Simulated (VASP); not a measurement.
Input of a VASP 6.6.1 run:

File INCAR:

```
PREC = Accurate
ENCUT = 520
EDIFF = 1E-6
ISMEAR = 0
SIGMA = 0.15
LREAL = False
LASPH = True
NELM = 60
ALGO = Fast
ISIF = 2
LWAVE = False
LCHARG = True
GGA = PE
LELF = True
LVHAR = True
NBANDS = 11
```

KPOINTS

```
regular mesh
0
Gamma
  24 24 24
```

The input POSCAR:

```
Pd
1.0
    0.0000000000      2.1831863386      1.5435127414
    2.1831863386      0.0000000000      1.5435127414
    2.1831863386      2.1831863386      0.0000000000
Pd
1
Direct
    0.0000000000      0.0000000000      0.0000000000
```

Potentials or basis: VASP PAW PBE potentials, release 64 (Pd).

Command:

```console
$ cat potpaw_PBE.64/Pd/POTCAR > POTCAR
$ mpirun -np 1 vasp_std > vasp.out
```

What does it give for the pressure?

8.8 GPa.

Estimate the band gap on the k mesh.

zero (band 5 reaches 10.44 eV, above the bottom of band 6 at 8.74 eV).
